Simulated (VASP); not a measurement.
# Ta (P6_3/mmc) in VASP: a series of runs

The runs below take Ta through single point, relaxation of cell and atoms, with LDA.

Program: VASP 6.6.1. These are calculated values, not measurements. Logs are shortened: lines on timing, memory, paths and dates and some standing lists are left out, and cuts for length are marked.

**1. The cell of the first run**

It takes space group P6_3/mmc (No. 194, hexagonal). Conventional cell: a = 2.840 Å, b = 2.840 Å, c = 5.040 Å, α = 90.00°, β = 90.00°, γ = 120.00°. Within 3.7 Å of Ta (site symmetry -6m2) lie 12 Ta at 2.84 to 3.01 Å.

**2. Single point, LDA**

INCAR reads:

```
SYSTEM = Ta
PREC = Accurate
ENCUT = 500
EDIFF = 1E-6
ISMEAR = -1
SIGMA = 0.05
LREAL = .FALSE.
LASPH = .TRUE.
NELM = 120
ALGO = Normal
ISIF = 2
LWAVE = .FALSE.
LCHARG = .TRUE.
LELF = .TRUE.
LVHAR = .TRUE.
NBANDS = 18
GGA_COMPAT = .FALSE.
```

KPOINTS reads:

```
Automatic mesh
0
G
  7 7 4
  0 0 0
```

POSCAR reads:

```
Ta
1.0
    2.8397837317      0.0000000000      0.0000000000
   -1.4198918659      2.4593248529      0.0000000000
    0.0000000000      0.0000000000      5.0401795524
Ta
2
Direct
    0.3333333333      0.6666666667      0.2500000000
    0.6666666667      0.3333333333      0.7500000000
```

Potentials or basis: VASP PAW LDA potentials, release 64 (Ta_pv).

Command:

```
$ cat potpaw_LDA.64/Ta_pv/POTCAR > POTCAR
$ mpirun -np 1 vasp_std > vasp.out
```

OUTCAR:

```text
SYSTEM = Ta
   PREC = Accurate
   ENCUT = 500
   EDIFF = 1E-6
   ISMEAR = -1
   LREAL = .FALSE.
   LASPH = .TRUE.
   NELM = 120
   ISIF = 2

 ion  position               nearest neighbor table
   1  0.333  0.667  0.250-   2 3.01   2 3.01   2 3.01   2 3.01   2 3.01   2 3.01
   2  0.667  0.333  0.750-   1 3.01   1 3.01   1 3.01   1 3.01   1 3.01   1 3.01

  LATTYP: Found a hexagonal cell.
 ALAT       =     2.8397837317
 C/A-ratio  =     1.7748462660

  Lattice vectors:

 A1 = (   2.8397837317,   0.0000000000,   0.0000000000)
 A2 = (  -1.4198918659,   2.4593248529,   0.0000000000)
 A3 = (   0.0000000000,   0.0000000000,   5.0401795524)

Analysis of symmetry for initial positions (statically):
=====================================================================
 Subroutine PRICEL returns:
 Original cell was already a primitive cell.

 Routine SETGRP: Setting up the symmetry group for a
 hexagonal supercell.

 Subroutine GETGRP returns: Found 24 space group operations
 (whereof 12 operations were pure point group operations)
 out of a pool of 24 trial point group operations.

The static configuration has the point symmetry D_3d.
 The point group associated with its full space group is D_6h.

Analysis of symmetry for dynamics (positions and initial velocities):
=====================================================================
 Subroutine PRICEL returns:
 Original cell was already a primitive cell.

 Routine SETGRP: Setting up the symmetry group for a
 hexagonal supercell.

 Subroutine GETGRP returns: Found 24 space group operations
 (whereof 12 operations were pure point group operations)
 out of a pool of 24 trial point group operations.

The dynamic configuration has the point symmetry D_3d.
 The point group associated with its full space group is D_6h.

 Subroutine INISYM returns: Found 24 space group operations
 (whereof 12 operations are pure point group operations),
 and found     1 'primitive' translations

----------------------------------------------------------------------------------------

                                     Primitive cell

  volume of cell :      35.2004

  direct lattice vectors                    reciprocal lattice vectors
     2.839783732  0.000000000  0.000000000     0.352139492  0.203307830  0.000000000
    -1.419891866  2.459324853  0.000000000     0.000000000  0.406615661  0.000000000
     0.000000000  0.000000000  5.040179552     0.000000000  0.000000000  0.198405630

  length of vectors
     2.839783732  2.839783732  5.040179552     0.406615661  0.406615661  0.198405630

  position of ions in fractional coordinates (direct lattice)
     0.333333333  0.666666667  0.250000000
     0.666666667  0.333333333  0.750000000

  ion indices of the primitive-cell ions
   primitive index   ion index
                 1           1
                 2           2

----------------------------------------------------------------------------------------

 KPOINTS: Automatic mesh

Automatic generation of k-mesh.
 Grid dimensions read from file:
 generate k-points for:    7    7    4

 Generating k-lattice:

  Cartesian coordinates                     Fractional coordinates (reciprocal lattice)
     0.050305642  0.029043976  0.000000000     0.142857143 -0.000000000  0.000000000
     0.000000000  0.058087952  0.000000000     0.000000000  0.142857143  0.000000000
     0.000000000  0.000000000  0.049601408     0.000000000  0.000000000  0.250000000

  Length of vectors
     0.058087952  0.058087952  0.049601408

  Shift w.r.t. Gamma in fractional coordinates (k-lattice)
     0.000000000  0.000000000  0.000000000

 Subroutine IBZKPT returns following result:
 ===========================================

 Found     24 irreducible k-points:

 Following reciprocal coordinates:
            Coordinates               Weight
  0.000000  0.000000  0.000000      1.000000
  0.142857  0.000000  0.000000      6.000000
  0.285714 -0.000000  0.000000      6.000000
  0.428571  0.000000  0.000000      6.000000
  0.142857  0.142857  0.000000      6.000000
  0.285714  0.142857  0.000000     12.000000
[... 16 lines left out ...]
  0.428571  0.142857  0.500000      6.000000
  0.285714  0.285714  0.500000      6.000000
   k-points           NKPTS =     24   k-points in BZ     NKDIM =     24   number of bands    NBANDS=     18
   number of dos      NEDOS =    301   number of ions     NIONS =      2
   total plane-waves  NPLWV =  23040
   dimension x,y,z NGX =    24 NGY =   24 NGZ =   40
   dimension x,y,z NGXF=    48 NGYF=   48 NGZF=   80
   ions per type =               2
   NGX,Y,Z   is equivalent  to a cutoff of  14.05, 14.05, 13.19 a.u.
   NGXF,Y,Z  is equivalent  to a cutoff of  28.10, 28.10, 26.39 a.u.
 SYSTEM =  Ta
   PREC   = accura    normal or accurate (medium, high low for compatibility)
   ISTART =      0    job   : 0-new  1-cont  2-samecut
   ICHARG =      2    charge: 1-file 2-atom 10-const
   ISPIN  =      1    spin polarized calculation?
   LNONCOLLINEAR =      F non collinear calculations
   LSORBIT =      F    spin-orbit coupling
   LASPH  =      T    aspherical Exc in radial PAW
   ENCUT  =  500.0 eV  36.75 Ry    6.06 a.u.   5.18  5.18  9.19*2*pi/ulx,y,z
   NELM   =    120;   NELMIN=  2; NELMDL= -5     # of ELM steps
   EDIFF  = 0.1E-05   stopping-criterion for ELM
   LREAL  =      F    real-space projection
   EDIFFG = 0.1E-04   stopping-criterion for IOM
   NSW    =      0    number of steps for IOM
   IBRION =     -1    ionic relax: 0-MD 1-quasi-New 2-CG
   NFREE  =      0    steps in history (QN), initial steepest desc. (CG)
   ISIF   =      2    stress and relaxation
   ISYM   =      2    0-nonsym 1-usesym 2-fastsym
   POTIM  = 0.5000    time-step for ionic-motion
   TEBEG  =    0.0;   TEEND  =   0.0 temperature during run
   PSTRESS=    0.0 pullay stress
   NELECT =      22.0000    total number of electrons
   NUPDOWN=      -1.0000    fix difference up-down
   EMIN   =  10.00;   EMAX   =-10.00  energy-range for DOS
   EFERMI =   0.00;   METHOD = LEGACY
   ISMEAR =    -1;   SIGMA  =   0.05  broadening in eV -4-tet -1-fermi 0-gaus
   EFERMI_NEDOS =   21; number of points for ismear=-14 and -15
   IALGO  =     38    algorithm
   IMIX   =      4    mixing-type and parameters
     AMIX     =   0.40;   BMIX     =  1.00
     AMIX_MAG =   1.60;   BMIX_MAG =  1.00
  volume/ion in A,a.u.               =      17.60       118.77
  Fermi-wavevector in a.u.,A,eV,Ry     =   1.399695  2.645040 26.655791  1.959145
  Thomas-Fermi vector in A             =   2.522729
   LORBIT       =      0    0 simple, 1 ext, 2 COOP (PROOUT), +10 PAW based schemes
   GGA     = CA    functional components
   LHFCALC =     F    Hartree Fock is set to
   AEXX    =    0.0000 exact exchange contribution
   IVDW    =     0    specifies the selected vdW correction
   LEPSILON=     F    determine dielectric tensor
   LRPA    =     F    only Hartree local field effects (RPA)
 non-spin polarized calculation
  energy-cutoff  :      500.00
  volume of cell :       35.20
 maximum number of plane-waves:       906
 NGX is ok and might be reduce to    24
   NGX = 11   NGY = 11   NGZ = 19

 number of electron      21.9999996 magnetization

 Free energy of the ion-electron system (eV)
  ---------------------------------------------------
  ext. energy  EPLUGINS =         0.00000000
  ---------------------------------------------------
  free energy    TOTEN  =       -25.01314630 eV

  energy without entropy =      -24.99058523  energy(sigma->0) =      -25.00186576

 E-fermi :   5.9461     XC(G=0): -12.9031

 val. band max:        5.9162290234   @ k =   0.2857   0.1429   0.5000
 cond. band min:       6.0091847481   @ k =   0.1429   0.0000   0.5000
 fundamental gap:      0.0929557247
 Fermi energy:         5.9461185608

 k-point     1 :       0.0000    0.0000    0.0000
  band No.  band energies     occupation
      1     -28.3652      2.00000
      2     -27.3145      2.00000
      3     -27.2156      2.00000
      4     -27.2156      2.00000
      5     -27.1100      2.00000
      6     -27.1100      2.00000
[... 10 lines left out ...]
     17      11.4714      0.00000
     18      11.4714      0.00000

 k-point     2 :       0.1429    0.0000    0.0000
  band No.  band energies     occupation
      1     -28.2849      2.00000
      2     -27.4671      2.00000
      3     -27.3649      2.00000
      4     -27.3256      2.00000
      5     -27.2832      2.00000
      6     -27.1558      2.00000
[... 10 lines left out ...]
     17      11.7511      0.00000
     18      13.0246      0.00000

 k-point     3 :       0.2857   -0.0000    0.0000
  band No.  band energies     occupation
      1     -28.0810      2.00000
      2     -28.0140      2.00000
      3     -27.8957      2.00000
      4     -27.4272      2.00000
      5     -27.3721      2.00000
      6     -27.2621      2.00000
[... 10 lines left out ...]
     17      11.9634      0.00000
     18      14.6861      0.00000

 k-point     4 :       0.4286    0.0000    0.0000
  band No.  band energies     occupation
      1     -28.4321      2.00000
      2     -28.2895      2.00000
      3     -27.8635      2.00000
      4     -27.5372      2.00000
      5     -27.4614      2.00000
      6     -27.3485      2.00000
[... 10 lines left out ...]
     17      12.6209      0.00000
     18      14.6728      0.00000

 k-point     5 :       0.1429    0.1429    0.0000
  band No.  band energies     occupation
      1     -28.1422      2.00000
      2     -27.7935      2.00000
      3     -27.7690      2.00000
      4     -27.3949      2.00000
      5     -27.3548      2.00000
      6     -27.2868      2.00000
[... 10 lines left out ...]
     17      11.5439      0.00000
     18      14.9699      0.00000

 k-point     6 :       0.2857    0.1429    0.0000
  band No.  band energies     occupation
      1     -28.2277      2.00000
      2     -28.1277      2.00000
      3     -27.9227      2.00000
      4     -27.6034      2.00000
      5     -27.4524      2.00000
      6     -27.4308      2.00000
[... 10 lines left out ...]
     17      12.7040      0.00000
     18      15.2267      0.00000

 k-point     7 :       0.4286    0.1429    0.0000
  band No.  band energies     occupation
      1     -28.4163      2.00000
      2     -28.2729      2.00000
      3     -27.7792      2.00000
      4     -27.7032      2.00000
      5     -27.5228      2.00000
      6     -27.5098      2.00000
[... 10 lines left out ...]
     17      14.5557      0.00000
     18      15.3688      0.00000

 k-point     8 :       0.2857    0.2857    0.0000
  band No.  band energies     occupation
      1     -28.2438      2.00000
      2     -28.1455      2.00000
      3     -27.9054      2.00000
      4     -27.7786      2.00000
      5     -27.7323      2.00000
      6     -27.5406      2.00000
[... 10 lines left out ...]
     17      14.5063      0.00000
     18      14.6080      0.00000
[... 229 lines left out ...]
     17      10.6684      0.00000
     18      10.6684      0.00000

 k-point    20 :       0.4286    0.0000    0.5000
  band No.  band energies     occupation
      1     -28.4384      2.00000
      2     -28.4384      2.00000
      3     -27.5783      2.00000
      4     -27.5783      2.00000
      5     -27.4437      2.00000
      6     -27.4437      2.00000
[... 10 lines left out ...]
     17      12.6111      0.00000
     18      12.6111      0.00000

 k-point    21 :       0.1429    0.1429    0.5000
  band No.  band energies     occupation
      1     -27.9533      2.00000
      2     -27.9533      2.00000
      3     -27.5814      2.00000
      4     -27.5814      2.00000
      5     -27.3420      2.00000
      6     -27.3420      2.00000
[... 10 lines left out ...]
     17      10.9920      0.00000
     18      10.9920      0.00000

 k-point    22 :       0.2857    0.1429    0.5000
  band No.  band energies     occupation
      1     -28.2624      2.00000
      2     -28.2624      2.00000
      3     -27.6394      2.00000
      4     -27.6394      2.00000
      5     -27.4767      2.00000
      6     -27.4767      2.00000
[... 10 lines left out ...]
     17      12.7698      0.00000
     18      12.7698      0.00000

 k-point    23 :       0.4286    0.1429    0.5000
  band No.  band energies     occupation
      1     -28.4171      2.00000
      2     -28.4171      2.00000
      3     -27.6839      2.00000
      4     -27.6839      2.00000
      5     -27.4932      2.00000
      6     -27.4932      2.00000
[... 10 lines left out ...]
     17      14.4310      0.00000
     18      14.4310      0.00000

 k-point    24 :       0.2857    0.2857    0.5000
  band No.  band energies     occupation
      1     -28.2595      2.00000
      2     -28.2595      2.00000
      3     -27.9102      2.00000
      4     -27.9102      2.00000
      5     -27.4948      2.00000
      6     -27.4948      2.00000
[... 10 lines left out ...]
     17      15.3494      0.00000
     18      15.3494      0.00000

------------------------ aborting loop because EDIFF is reached ----------------------------------------

  FORCE on cell =-STRESS in cart. coord.  units (eV):
  Direction    XX          YY          ZZ          XY          YZ          ZX
  --------------------------------------------------------------------------------------
  -------------------------------------------------------------------------------------
  Total        0.4919169      0.4919169      0.4491212     -0.0000000     -0.0000000     -0.0000000
  in kB       22.3900564     22.3900564     20.4421705     -0.0000000     -0.0000000     -0.0000000
  external PRESSURE =      21.7407611 kB  Pullay stress =       0.0000000 kB

 VOLUME and BASIS-vectors are now :
 -----------------------------------------------------------------------------
  energy-cutoff  :      500.00
  volume of cell :       35.20
      direct lattice vectors                 reciprocal lattice vectors
     2.839783732  0.000000000  0.000000000     0.352139492  0.203307830  0.000000000
    -1.419891866  2.459324853  0.000000000     0.000000000  0.406615661  0.000000000
     0.000000000  0.000000000  5.040179552     0.000000000  0.000000000  0.198405630

 POSITION                                       TOTAL-FORCE (eV/Angst)
 -----------------------------------------------------------------------------------
     -0.00000      1.63955      1.26004         0.000000      0.000000      0.000000
      1.41989      0.81977      3.78013        -0.000000     -0.000000      0.000000
 -----------------------------------------------------------------------------------
    total drift:                               -0.000000      0.000000     -0.000000

  FREE ENERGIE OF THE ION-ELECTRON SYSTEM (eV)
  ---------------------------------------------------
  free  energy   TOTEN  =       -25.0131462983 eV

  energy  without entropy=      -24.9905852311  energy(sigma->0) =      -25.00186576
```

Run time: 16 s. Hardware: 1 thread of Intel Xeon 8259CL, shared host; peak memory 0.15 GiB.

What came out:

| Property | Result |
| --- | --- |
| Free energy | -25.0131 eV |
| Pressure | 2.2 GPa |
| Band gap on the k mesh | zero (band 11 reaches 7.59 eV, above the bottom of band 12 at 5.34 eV) |

Levels at points of the mesh, in eV from the Fermi level:
```
           k point  band 8  band 9  band 10  band 11  band 12  band 13  band 14  band 15
(0.00, 0.00, 0.00)   -5.02   -0.58     0.35     0.60     0.60     1.23     1.23     3.14
(0.00, 0.00, 0.50)   -6.33   -1.15    -1.15     0.65     0.65     0.65     0.65     4.74
```

Caveat: the k points lie up to 0.36 Å⁻¹ apart; spin-orbit coupling is left out, which moves the levels of the heavy elements.

[end of part 1 of 2]
